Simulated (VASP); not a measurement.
# TaN (Fm-3m) in VASP: a series of runs

TaN is run at these levels: PBE; tasks: single point.

Program: VASP 6.6.1. These are calculated values, not measurements. Logs are shortened: lines on timing, memory, paths and dates and some standing lists are left out, and cuts for length are marked.

### Step 1. The cell of the first run

It takes space group Fm-3m (No. 225, cubic). Conventional cell: a = 4.176 Å, b = 4.176 Å, c = 4.176 Å, α = 90.00°, β = 90.00°, γ = 90.00°. Ta (site symmetry m-3m) has 6 N at 2.09 Å within 2.8 Å. Within 2.8 Å of N (site symmetry m-3m) lie 6 Ta at 2.09 Å.

### Step 2. Single point, PBE

The input, INCAR:

```
  PREC = Accurate
  ENCUT = 520
  EDIFF = 1E-7
  ISMEAR = 1
  SIGMA = 0.05
  LREAL = False
  LASPH = True
  NELM = 80
  ALGO = Normal
  ISIF = 2
  LWAVE = False
  LCHARG = False
  GGA = PE
  NBANDS = 15
```

The input, KPOINTS:

```
regular mesh
0
Gamma
  11 11 11
```

The input, POSCAR:

```
TaN
1.0
    0.0000000000      2.0881007737      2.0881007737
    2.0881007737      0.0000000000      2.0881007737
    2.0881007737      2.0881007737      0.0000000000
Ta N
1 1
Direct
    0.5000000000      0.5000000000      0.5000000000
    0.0000000000      0.0000000000      0.0000000000
```

Potentials or basis: VASP PAW PBE potentials, release 64 (Ta_pv, N).

On the command line:

```
> cat potpaw_PBE.64/Ta_pv/POTCAR potpaw_PBE.64/N/POTCAR > POTCAR
> mpirun -np 1 vasp_std > vasp.out
```

OUTCAR:

```text
PREC = Accurate
   ENCUT = 520
   EDIFF = 1E-7
   ISMEAR = 1
   LREAL = False
   LASPH = True
   NELM = 80
   ISIF = 2
   GGA = PE

 ion  position               nearest neighbor table
   1  0.500  0.500  0.500-   2 2.09   2 2.09   2 2.09   2 2.09   2 2.09   2 2.09
   2  0.000  0.000  0.000-   1 2.09   1 2.09   1 2.09   1 2.09   1 2.09   1 2.09

  LATTYP: Found a face centered cubic cell.
 ALAT       =     4.1762015474

  Lattice vectors:

 A1 = (   0.0000000000,   2.0881007737,   2.0881007737)
 A2 = (   2.0881007737,   0.0000000000,   2.0881007737)
 A3 = (   2.0881007737,   2.0881007737,   0.0000000000)

Analysis of symmetry for initial positions (statically):
=====================================================================
 Subroutine PRICEL returns:
 Original cell was already a primitive cell.

 Routine SETGRP: Setting up the symmetry group for a
 face centered cubic supercell.

 Subroutine GETGRP returns: Found 48 space group operations
 (whereof 48 operations were pure point group operations)
 out of a pool of 48 trial point group operations.

The static configuration has the point symmetry O_h .

Analysis of symmetry for dynamics (positions and initial velocities):
=====================================================================
 Subroutine PRICEL returns:
 Original cell was already a primitive cell.

 Routine SETGRP: Setting up the symmetry group for a
 face centered cubic supercell.

 Subroutine GETGRP returns: Found 48 space group operations
 (whereof 48 operations were pure point group operations)
 out of a pool of 48 trial point group operations.

The dynamic configuration has the point symmetry O_h .

 Subroutine INISYM returns: Found 48 space group operations
 (whereof 48 operations are pure point group operations),
 and found     1 'primitive' translations

----------------------------------------------------------------------------------------

                                     Primitive cell

  volume of cell :      18.2089

  direct lattice vectors                    reciprocal lattice vectors
     0.000000000  2.088100774  2.088100774    -0.239452045  0.239452045  0.239452045
     2.088100774  0.000000000  2.088100774     0.239452045 -0.239452045  0.239452045
     2.088100774  2.088100774  0.000000000     0.239452045  0.239452045 -0.239452045

  length of vectors
     2.953020434  2.953020434  2.953020434     0.414743108  0.414743108  0.414743108

  position of ions in fractional coordinates (direct lattice)
     0.500000000  0.500000000  0.500000000
     0.000000000  0.000000000  0.000000000

  ion indices of the primitive-cell ions
   primitive index   ion index
                 1           1
                 2           2

----------------------------------------------------------------------------------------

 KPOINTS: regular mesh

Automatic generation of k-mesh.
 Grid dimensions read from file:
 generate k-points for:   11   11   11

 Generating k-lattice:

  Cartesian coordinates                     Fractional coordinates (reciprocal lattice)
    -0.021768368  0.021768368  0.021768368     0.090909091  0.000000000  0.000000000
     0.021768368 -0.021768368  0.021768368     0.000000000  0.090909091  0.000000000
     0.021768368  0.021768368 -0.021768368     0.000000000  0.000000000  0.090909091

  Length of vectors
     0.037703919  0.037703919  0.037703919

  Shift w.r.t. Gamma in fractional coordinates (k-lattice)
     0.000000000  0.000000000  0.000000000

 Subroutine IBZKPT returns following result:
 ===========================================

 Found     56 irreducible k-points:

 Following reciprocal coordinates:
            Coordinates               Weight
  0.000000  0.000000  0.000000      1.000000
  0.090909  0.000000  0.000000      8.000000
  0.181818  0.000000  0.000000      8.000000
  0.272727  0.000000  0.000000      8.000000
  0.363636  0.000000  0.000000      8.000000
  0.454545  0.000000  0.000000      8.000000
[... 16 lines left out ...]
 -0.272727  0.181818  0.000000     24.000000
 -0.181818  0.181818  0.000000     12.000000
 [... further k-points ...]
   k-points           NKPTS =     56   k-points in BZ     NKDIM =     56   number of bands    NBANDS=     15
   number of dos      NEDOS =    301   number of ions     NIONS =      2
   total plane-waves  NPLWV =  13824
   dimension x,y,z NGX =    24 NGY =   24 NGZ =   24
   dimension x,y,z NGXF=    48 NGYF=   48 NGZF=   48
   ions per type =               1   1
   NGX,Y,Z   is equivalent  to a cutoff of  13.51, 13.51, 13.51 a.u.
   NGXF,Y,Z  is equivalent  to a cutoff of  27.02, 27.02, 27.02 a.u.
 SYSTEM =  unknown system
   PREC   = accura    normal or accurate (medium, high low for compatibility)
   ISTART =      0    job   : 0-new  1-cont  2-samecut
   ICHARG =      2    charge: 1-file 2-atom 10-const
   ISPIN  =      1    spin polarized calculation?
   LNONCOLLINEAR =      F non collinear calculations
   LSORBIT =      F    spin-orbit coupling
   LASPH  =      T    aspherical Exc in radial PAW
   ENCUT  =  520.0 eV  38.22 Ry    6.18 a.u.   5.49  5.49  5.49*2*pi/ulx,y,z
   NELM   =     80;   NELMIN=  2; NELMDL= -5     # of ELM steps
   EDIFF  = 0.1E-06   stopping-criterion for ELM
   LREAL  =      F    real-space projection
   EDIFFG = 0.1E-05   stopping-criterion for IOM
   NSW    =      0    number of steps for IOM
   IBRION =     -1    ionic relax: 0-MD 1-quasi-New 2-CG
   NFREE  =      0    steps in history (QN), initial steepest desc. (CG)
   ISIF   =      2    stress and relaxation
   ISYM   =      2    0-nonsym 1-usesym 2-fastsym
   POTIM  = 0.5000    time-step for ionic-motion
   TEBEG  =    0.0;   TEEND  =   0.0 temperature during run
   PSTRESS=    0.0 pullay stress
   NELECT =      16.0000    total number of electrons
   NUPDOWN=      -1.0000    fix difference up-down
   EMIN   =  10.00;   EMAX   =-10.00  energy-range for DOS
   EFERMI =   0.00;   METHOD = LEGACY
   ISMEAR =     1;   SIGMA  =   0.05  broadening in eV -4-tet -1-fermi 0-gaus
   EFERMI_NEDOS =   21; number of points for ismear=-14 and -15
   IALGO  =     38    algorithm
   IMIX   =      4    mixing-type and parameters
     AMIX     =   0.40;   BMIX     =  1.00
     AMIX_MAG =   1.60;   BMIX_MAG =  1.00
  volume/ion in A,a.u.               =       9.10        61.44
  Fermi-wavevector in a.u.,A,eV,Ry     =   1.568026  2.963140 33.452737  2.458707
  Thomas-Fermi vector in A             =   2.670119
   LORBIT       =      0    0 simple, 1 ext, 2 COOP (PROOUT), +10 PAW based schemes
   GGA     = PE    functional components
   LHFCALC =     F    Hartree Fock is set to
   AEXX    =    0.0000 exact exchange contribution
   IVDW    =     0    specifies the selected vdW correction
   LEPSILON=     F    determine dielectric tensor
   LRPA    =     F    only Hartree local field effects (RPA)
 non-spin polarized calculation
 Methfessel and Paxton  Order N= 1 SIGMA  =   0.05
  energy-cutoff  :      520.00
  volume of cell :       18.21
 maximum number of plane-waves:       531
 NGX is ok and might be reduce to    24
   NGX = 11   NGY = 11   NGZ = 11

 number of electron      16.0000003 magnetization

 Free energy of the ion-electron system (eV)
  ---------------------------------------------------
  ext. energy  EPLUGINS =         0.00000000
  ---------------------------------------------------
  free energy    TOTEN  =       -21.07269366 eV

  energy without entropy =      -21.07274222  energy(sigma->0) =      -21.07270985

 E-fermi :  11.4913     XC(G=0): -14.3183

 val. band max:       11.4860055634   @ k =   0.0000   0.0000   0.0000
 cond. band min:      11.5268116101   @ k =   0.2727   0.1818   0.0909
 fundamental gap:      0.0408060466
 Fermi energy:        11.4912775638

 k-point     1 :       0.0000    0.0000    0.0000
  band No.  band energies     occupation
      1     -24.0791      2.00000
      2     -24.0791      2.00000
      3     -24.0791      2.00000
      4      -8.7697      2.00000
      5       7.1180      2.00000
      6       7.1180      2.00000
      7       7.1180      2.00000
      8       8.8047      2.00000
      9       8.8047      2.00000
     10       8.8047      2.00000
     11      11.4860      1.17738
     12      11.4860      1.17737
     13      14.3770      0.00000
     14      20.8427      0.00000
     15      24.1190      0.00000

 k-point     2 :       0.0909    0.0000    0.0000
  band No.  band energies     occupation
      1     -24.2144      2.00000
      2     -24.0897      2.00000
      3     -24.0897      2.00000
      4      -8.4951      2.00000
      5       6.0493      2.00000
      6       6.3208      2.00000
      7       6.3208      2.00000
      8       9.1788      2.00000
      9       9.1788      2.00000
     10       9.3104      2.00000
     11      12.4502     -0.00000
     12      12.4502     -0.00000
     13      14.9396      0.00000
     14      21.5941      0.00000
     15      24.1188      0.00000

 k-point     3 :       0.1818    0.0000    0.0000
  band No.  band energies     occupation
      1     -24.5614      2.00000
      2     -24.1182      2.00000
      3     -24.1182      2.00000
      4      -7.7473      2.00000
      5       4.2338      2.00000
      6       5.0107      2.00000
      7       5.0107      2.00000
      8       9.9376      2.00000
      9      10.0189      2.00000
     10      10.0189      2.00000
     11      14.4818      0.00000
     12      14.4818      0.00000
     13      16.2184      0.00000
     14      23.5113      0.00000
     15      24.1184      0.00000

 k-point     4 :       0.2727    0.0000    0.0000
  band No.  band energies     occupation
      1     -24.9851      2.00000
      2     -24.1551      2.00000
      3     -24.1551      2.00000
      4      -6.7105      2.00000
      5       2.4219      2.00000
      6       3.8723      2.00000
      7       3.8723      2.00000
      8      10.7451      2.00000
      9      11.2310      2.00000
     10      11.2310      2.00000
     11      16.7812      0.00000
     12      16.7812      0.00000
     13      17.3937      0.00000
     14      24.1111      0.00000
     15      25.2928      0.00000
[... 307 lines left out ...]
 k-point    22 :      -0.3636    0.1818    0.0000
  band No.  band energies     occupation
      1     -25.3528      2.00000
      2     -24.5428      2.00000
      3     -24.2454      2.00000
      4      -5.4811      2.00000
      5       0.7275      2.00000
      6       2.9785      2.00000
      7       3.5940      2.00000
      8      12.3439     -0.00000
      9      12.8354      0.00000
     10      13.1797      0.00000
     11      17.1301      0.00000
     12      20.0112      0.00000
     13      20.7359      0.00000
     14      24.0458      0.00000
     15      24.5171      0.00000

 k-point    23 :      -0.2727    0.1818    0.0000
  band No.  band energies     occupation
      1     -25.1700      2.00000
      2     -24.5117      2.00000
      3     -24.1822      2.00000
      4      -5.8819      2.00000
      5       1.1681      2.00000
      6       3.0603      2.00000
      7       4.0356      2.00000
      8      11.5330      0.00289
      9      11.6057     -0.00565
     10      13.9327      0.00000
     11      15.4011      0.00000
     12      19.0681      0.00000
     13      20.2690      0.00000
     14      24.0943      0.00000
     15      25.2009      0.00000

 k-point    24 :      -0.1818    0.1818    0.0000
  band No.  band energies     occupation
      1     -24.9365      2.00000
      2     -24.3973      2.00000
      3     -24.1300      2.00000
      4      -6.5681      2.00000
      5       2.0788      2.00000
      6       3.4707      2.00000
      7       4.5474      2.00000
      8      10.5046      2.00000
      9      10.9751      2.00000
     10      13.1692      0.00000
     11      14.0330      0.00000
     12      18.3222      0.00000
     13      18.6495      0.00000
     14      24.1116      0.00000
     15      26.1025      0.00000

 [... further k-points ...]
[... 5 lines left out ...]
  --------------------------------------------------------------------------------------
  -------------------------------------------------------------------------------------
  Total        9.3568597      9.3568597      9.3568597     -0.0000000     -0.0000000     -0.0000000
  in kB      823.2966364    823.2966364    823.2966364     -0.0000000     -0.0000000     -0.0000000
  external PRESSURE =     823.2966364 kB  Pullay stress =       0.0000000 kB

 VOLUME and BASIS-vectors are now :
 -----------------------------------------------------------------------------
  energy-cutoff  :      520.00
  volume of cell :       18.21
      direct lattice vectors                 reciprocal lattice vectors
     0.000000000  2.088100774  2.088100774    -0.239452045  0.239452045  0.239452045
     2.088100774  0.000000000  2.088100774     0.239452045 -0.239452045  0.239452045
     2.088100774  2.088100774  0.000000000     0.239452045  0.239452045 -0.239452045

 POSITION                                       TOTAL-FORCE (eV/Angst)
 -----------------------------------------------------------------------------------
      2.08810      2.08810      2.08810        -0.000000      0.000000     -0.000000
      0.00000      0.00000      0.00000         0.000000     -0.000000      0.000000
 -----------------------------------------------------------------------------------
    total drift:                                0.000000     -0.000000     -0.000000

  FREE ENERGIE OF THE ION-ELECTRON SYSTEM (eV)
  ---------------------------------------------------
  free  energy   TOTEN  =       -21.0726936609 eV

  energy  without entropy=      -21.0727422208  energy(sigma->0) =      -21.07270985
```

Run time: 14 s. Hardware: 1 thread of Intel Xeon Platinum 8259CL at 2.50GHz (Skylake/Cascade Lake), shared host; peak memory 0.15 GiB.

What came out:

* Free energy: -21.0727 eV
* Pressure: 82.3 GPa
* Band gap on the k mesh: zero (band 8 reaches 13.49 eV, above the bottom of band 9 at 8.80 eV)

Caveat: spin-orbit coupling is left out, which moves the levels of the heavy elements.

### Step 3. Single point, PBE

This run uses another cell than the first one, of 9.52 Å³/atom, 1.045 times its volume.

The input, INCAR:

```
PREC = Accurate
ENCUT = 520
EDIFF = 1E-7
ISMEAR = 1
SIGMA = 0.05
LREAL = False
LASPH = True
NELM = 80
ALGO = Normal
ISIF = 2
LWAVE = False
LCHARG = False
GGA = PE
NBANDS = 15
```

The input, KPOINTS:

```
Automatic mesh
0
Gamma
  11 11 11
```

The input, POSCAR:

```
TaN
1.0
    0.0000000000      2.1192710523      2.1192710523
    2.1192710523      0.0000000000      2.1192710523
    2.1192710523      2.1192710523      0.0000000000
Ta N
1 1
Direct
    0.5000000000      0.5000000000      0.5000000000
    0.0000000000      0.0000000000      0.0000000000
```

Potentials or basis: VASP PAW PBE potentials, release 64 (Ta_pv, N).

On the command line:

```
> cat potpaw_PBE.64/Ta_pv/POTCAR potpaw_PBE.64/N/POTCAR > POTCAR
> mpirun -np 1 vasp_std > vasp.out
```

Run time: 13 s. Hardware: 1 thread of Intel Xeon Platinum 8259CL at 2.50GHz (Skylake/Cascade Lake), shared host; peak memory 0.15 GiB.

Results (log left out):

```
Free energy            : -21.4262 eV
Pressure               : 55.2 GPa
Band gap on the k mesh : zero (band 8 reaches 12.82 eV, above the bottom of band 9 at 8.41 eV)
```

Levels at points of the mesh, in eV from the Fermi level:
```
           k point  band 6  band 7  band 8  band 9  band 10  band 11
(0.00, 0.00, 0.00)   -4.25   -4.25   -2.54   -2.54    -2.54    -0.01
```

Caveat: spin-orbit coupling is left out, which moves the levels of the heavy elements.

(Part 1 of 2 ends here.)
